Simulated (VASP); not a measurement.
# Ga (Fd-3m) in VASP: a series of runs, part 2 of 2

VASP 6.6.1. The steps go on from the part before.

### 3 Relaxation of cell and atoms, PBE, target pressure 19 GPa, at which the enthalpy is minimised

This run uses another cell than the first one, of 19.31 Å³/atom.

The input, INCAR:

```
PREC = Accurate
ENCUT = 600
EDIFF = 1E-6
ISMEAR = -1
SIGMA = 0.08
LREAL = False
LASPH = True
NELM = 60
ALGO = Normal
ISIF = 3
LWAVE = False
LCHARG = False
GGA = PE
IBRION = 2
NSW = 32
EDIFFG = -0.005
PSTRESS = 190.0
```

The input, KPOINTS:

```
Automatic mesh
0
Gamma
  13 13 13
```

The input, POSCAR:

```
Ga
1.0
    0.0000000000      2.6829282106      2.6829282106
    2.6829282106      0.0000000000      2.6829282106
    2.6829282106      2.6829282106      0.0000000000
Ga
2
Direct
   -0.1250000000     -0.1250000000     -0.1250000000
    0.1250000000      0.1250000000      0.1250000000
```

Potentials or basis: VASP PAW PBE potentials, release 64 (Ga_d).

Started as:

```bash
cat potpaw_PBE.64/Ga_d/POTCAR > POTCAR
mpirun -np 1 vasp_std > vasp.out
```

OUTCAR:

```text
PREC = Accurate
   ENCUT = 600
   EDIFF = 1E-6
   ISMEAR = -1
   LREAL = False
   LASPH = True
   NELM = 60
   ISIF = 3
   GGA = PE
   IBRION = 2
   NSW = 32
   EDIFFG = -0.005
   PSTRESS = 190.0

 ion  position               nearest neighbor table
   1  0.875  0.875  0.875-   2 2.32   2 2.32   2 2.32   2 2.32
   2  0.125  0.125  0.125-   1 2.32   1 2.32   1 2.32   1 2.32

  LATTYP: Found a face centered cubic cell.
 ALAT       =     5.3658564212

  Lattice vectors:

 A1 = (   0.0000000000,   2.6829282106,   2.6829282106)
 A2 = (   2.6829282106,   0.0000000000,   2.6829282106)
 A3 = (   2.6829282106,   2.6829282106,   0.0000000000)

Analysis of symmetry for initial positions (statically):
=====================================================================
 Subroutine PRICEL returns:
 Original cell was already a primitive cell.

 Routine SETGRP: Setting up the symmetry group for a
 face centered cubic supercell.

 Subroutine GETGRP returns: Found 48 space group operations
 (whereof 12 operations were pure point group operations)
 out of a pool of 48 trial point group operations.

The static configuration has the point symmetry D_3d.
 The point group associated with its full space group is O_h .

Analysis of symmetry for dynamics (positions and initial velocities):
=====================================================================
 Subroutine PRICEL returns:
 Original cell was already a primitive cell.

 Routine SETGRP: Setting up the symmetry group for a
 face centered cubic supercell.

 Subroutine GETGRP returns: Found 48 space group operations
 (whereof 12 operations were pure point group operations)
 out of a pool of 48 trial point group operations.

The dynamic configuration has the point symmetry D_3d.
 The point group associated with its full space group is O_h .

 Subroutine INISYM returns: Found 48 space group operations
 (whereof 12 operations are pure point group operations),
 and found     1 'primitive' translations

----------------------------------------------------------------------------------------

                                     Primitive cell

  volume of cell :      38.6240

  direct lattice vectors                    reciprocal lattice vectors
     0.000000000  2.682928211  2.682928211    -0.186363540  0.186363540  0.186363540
     2.682928211  0.000000000  2.682928211     0.186363540 -0.186363540  0.186363540
     2.682928211  2.682928211  0.000000000     0.186363540  0.186363540 -0.186363540

  length of vectors
     3.794233462  3.794233462  3.794233462     0.322791121  0.322791121  0.322791121

  position of ions in fractional coordinates (direct lattice)
     0.875000000  0.875000000  0.875000000
     0.125000000  0.125000000  0.125000000

  ion indices of the primitive-cell ions
   primitive index   ion index
                 1           1
                 2           2

----------------------------------------------------------------------------------------

 KPOINTS: Automatic mesh

Automatic generation of k-mesh.
 Grid dimensions read from file:
 generate k-points for:   13   13   13

 Generating k-lattice:

  Cartesian coordinates                     Fractional coordinates (reciprocal lattice)
    -0.014335657  0.014335657  0.014335657     0.076923077  0.000000000  0.000000000
     0.014335657 -0.014335657  0.014335657     0.000000000  0.076923077  0.000000000
     0.014335657  0.014335657 -0.014335657     0.000000000  0.000000000  0.076923077

  Length of vectors
     0.024830086  0.024830086  0.024830086

  Shift w.r.t. Gamma in fractional coordinates (k-lattice)
     0.000000000  0.000000000  0.000000000

 Subroutine IBZKPT returns following result:
 ===========================================

 Found     84 irreducible k-points:

 Following reciprocal coordinates:
            Coordinates               Weight
  0.000000  0.000000  0.000000      1.000000
  0.076923  0.000000  0.000000      8.000000
  0.153846  0.000000  0.000000      8.000000
  0.230769  0.000000  0.000000      8.000000
  0.307692  0.000000  0.000000      8.000000
  0.384615  0.000000  0.000000      8.000000
[... 16 lines left out ...]
  0.384615  0.153846  0.000000     24.000000
  0.461538  0.153846  0.000000     24.000000
 [... further k-points ...]
   k-points           NKPTS =     84   k-points in BZ     NKDIM =     84   number of bands    NBANDS=     17
   number of dos      NEDOS =    301   number of ions     NIONS =      2
   total plane-waves  NPLWV =  27000
   dimension x,y,z NGX =    30 NGY =   30 NGZ =   30
   dimension x,y,z NGXF=    60 NGYF=   60 NGZF=   60
   ions per type =               2
   NGX,Y,Z   is equivalent  to a cutoff of  13.14, 13.14, 13.14 a.u.
   NGXF,Y,Z  is equivalent  to a cutoff of  26.29, 26.29, 26.29 a.u.
 SYSTEM =  unknown system
   PREC   = accura    normal or accurate (medium, high low for compatibility)
   ISTART =      0    job   : 0-new  1-cont  2-samecut
   ICHARG =      2    charge: 1-file 2-atom 10-const
   ISPIN  =      1    spin polarized calculation?
   LNONCOLLINEAR =      F non collinear calculations
   LSORBIT =      F    spin-orbit coupling
   LASPH  =      T    aspherical Exc in radial PAW
   ENCUT  =  600.0 eV  44.10 Ry    6.64 a.u.   7.58  7.58  7.58*2*pi/ulx,y,z
   NELM   =     60;   NELMIN=  2; NELMDL= -5     # of ELM steps
   EDIFF  = 0.1E-05   stopping-criterion for ELM
   LREAL  =      F    real-space projection
   EDIFFG = -.5E-02   stopping-criterion for IOM
   NSW    =     32    number of steps for IOM
   IBRION =      2    ionic relax: 0-MD 1-quasi-New 2-CG
   NFREE  =      1    steps in history (QN), initial steepest desc. (CG)
   ISIF   =      3    stress and relaxation
   ISYM   =      2    0-nonsym 1-usesym 2-fastsym
   POTIM  = 0.5000    time-step for ionic-motion
   TEBEG  =    0.0;   TEEND  =   0.0 temperature during run
   PSTRESS=  190.0 pullay stress
   NELECT =      26.0000    total number of electrons
   NUPDOWN=      -1.0000    fix difference up-down
   EMIN   =  10.00;   EMAX   =-10.00  energy-range for DOS
   EFERMI =   0.00;   METHOD = LEGACY
   ISMEAR =    -1;   SIGMA  =   0.08  broadening in eV -4-tet -1-fermi 0-gaus
   EFERMI_NEDOS =   21; number of points for ismear=-14 and -15
   IALGO  =     38    algorithm
   IMIX   =      4    mixing-type and parameters
     AMIX     =   0.40;   BMIX     =  1.00
     AMIX_MAG =   1.60;   BMIX_MAG =  1.00
  volume/ion in A,a.u.               =      19.31       130.32
  Fermi-wavevector in a.u.,A,eV,Ry     =   1.434763  2.711309 28.008211  2.058545
  Thomas-Fermi vector in A             =   2.554136
   LORBIT       =      0    0 simple, 1 ext, 2 COOP (PROOUT), +10 PAW based schemes
   GGA     = PE    functional components
   LHFCALC =     F    Hartree Fock is set to
   AEXX    =    0.0000 exact exchange contribution
   IVDW    =     0    specifies the selected vdW correction
   LEPSILON=     F    determine dielectric tensor
   LRPA    =     F    only Hartree local field effects (RPA)
 conjugate gradient relaxation of ions
 non-spin polarized calculation
  energy-cutoff  :      600.00
  volume of cell :       38.62
 maximum number of plane-waves:      1308
   NGX = 15   NGY = 15   NGZ = 15

--------------------------------------- Ionic step        1  -------------------------------------------

 number of electron      26.0000002 magnetization

 Free energy of the ion-electron system (eV)
  ---------------------------------------------------
  ext. energy  EPLUGINS =         0.00000000
  ---------------------------------------------------
  free energy    TOTEN  =        -4.69404979 eV

  energy without entropy =       -4.67185050  energy(sigma->0) =       -4.68295014

------------------------ aborting loop because EDIFF is reached ----------------------------------------

  FORCE on cell =-STRESS in cart. coord.  units (eV):
  Direction    XX          YY          ZZ          XY          YZ          ZX
  --------------------------------------------------------------------------------------
  -------------------------------------------------------------------------------------
  Total        4.6458962      4.6458962      4.6458962     -0.0000000      0.0000000      0.0000000
  in kB      192.7182910    192.7182910    192.7182910     -0.0000000      0.0000000      0.0000000
  external PRESSURE =       2.7182910 kB  Pullay stress =     190.0000000 kB
[... 63 lines left out ...]
--------------------------------------- Ionic step        3  -------------------------------------------

 number of electron      26.0000003 magnetization

 Free energy of the ion-electron system (eV)
  ---------------------------------------------------
  ext. energy  EPLUGINS =         0.00000000
  ---------------------------------------------------
  free energy    TOTEN  =        -4.70101448 eV

  energy without entropy =       -4.67875886  energy(sigma->0) =       -4.68988667

 E-fermi :   4.5693     XC(G=0): -10.5769

 val. band max:        4.5499751196   @ k =   0.4615   0.1538   0.0000
 cond. band min:       4.5770376582   @ k =  -0.1538   0.0769   0.0000
 fundamental gap:      0.0270625386
 Fermi energy:         4.5693156063

 k-point     1 :       0.0000    0.0000    0.0000
  band No.  band energies     occupation
      1     -10.5272      2.00000
      2     -10.5272      2.00000
      3     -10.5272      2.00000
      4     -10.4662      2.00000
      5     -10.4662      2.00000
      6      -9.9274      2.00000
[... 457 lines left out ...]
      4     -10.3314      2.00000
      5     -10.2965      2.00000
      6     -10.1085      2.00000
[... 9 lines left out ...]
     16      11.9308      0.00000
     17      12.7382      0.00000

 [... further k-points ...]
[... 5 lines left out ...]
  --------------------------------------------------------------------------------------
  -------------------------------------------------------------------------------------
  Total        4.5889155      4.5889155      4.5889155     -0.0000000     -0.0000000      0.0000000
  in kB      190.0670268    190.0670268    190.0670268     -0.0000000     -0.0000000      0.0000000
  external PRESSURE =       0.0670268 kB  Pullay stress =     190.0000000 kB
[... 21 lines left out ...]
  energy  without entropy=       -4.6787588622  energy(sigma->0) =       -4.68988667

  enthalpy is  TOTEN    =        -0.1137172198 eV   P V=        4.5872972554

 reached required accuracy - stopping structural energy minimisation
```

OSZICAR:

```text
N       E                     dE             d eps       ncg     rms          rms(c)
DAV:   1     0.117995749856E+03    0.11800E+03   -0.15229E+04  2960   0.311E+03
DAV:   2     0.300590312234E+01   -0.11499E+03   -0.11345E+03  3005   0.383E+02
DAV:   3    -0.460782723765E+01   -0.76137E+01   -0.75596E+01  3254   0.964E+01
DAV:   4    -0.471658167470E+01   -0.10875E+00   -0.10867E+00  3572   0.121E+01
[... 16 lines left out ...]
DAV:   1    -0.470409348327E+01    0.11607E-01   -0.38874E-02  3009   0.362E+00    0.324E-01
DAV:   2    -0.470163709925E+01    0.24564E-02   -0.48146E-03  3645   0.135E+00    0.143E-01
DAV:   3    -0.470108576949E+01    0.55133E-03   -0.61718E-04  3661   0.443E-01    0.329E-02
DAV:   4    -0.470101461070E+01    0.71159E-04   -0.85746E-05  3399   0.161E-01    0.148E-03
DAV:   5    -0.470101447520E+01    0.13549E-06   -0.17037E-06  2044   0.175E-02
   3 F= -.11371722E+00 E0= -.10258941E+00  d E =-.333067E-04
```

It took 47 s on 1 thread of Intel Xeon 6975P-C (Granite Rapids), shared host; peak memory 0.21 GiB.

What came out:

```yaml
Free_energy: -4.7010 eV
Relaxed_volume: 19.34 Å³/atom
Relaxed_cell: a = 3.796 Å, b = 3.796 Å, c = 3.796 Å, α = 60.00°, β = 60.00°, γ = 60.00°
Space_group_after_relaxing_to_0.1_Å: Fd-3m (No. 227)
Energy_change_on_relaxing_the_run_minimises_the_enthalpy: -3.5 meV/atom
Ionic_steps: 3
Pressure_after_relaxing: 19.0 GPa
Band_gap_on_the_k_mesh: zero (bands 13 and 14 overlap by 5.30 eV)
```

The path:
```tsv
step	energy change (eV)	largest force (eV/Å)	pressure (GPa)	volume (Å³)
1	0.0000	0.0000	19.27	38.62
2	-0.0217	0.0000	18.67	38.81
3	-0.0070	0.0000	19.01	38.68
```

Final structure:
```yaml
crystal:
  lattice:
    - [0.00000, 2.68428, 2.68428]
    - [2.68428, 0.00000, 2.68428]
    - [2.68428, 2.68428, 0.00000]
  atoms:
    - { symbol: Ga, position: [0.87500, 0.87500, 0.87500] }
    - { symbol: Ga, position: [0.12500, 0.12500, 0.12500] }
```

Levels at points of the mesh, in eV from the Fermi level:
```csv
k point,band 11,band 12,band 13,band 14,band 15,band 16
"(0.00, 0.00, 0.00)",-10.87,3.62,3.62,3.62,5.63,5.63
```

Caveat: the cell is relaxed towards a set pressure, so the run minimises the enthalpy, not the energy.
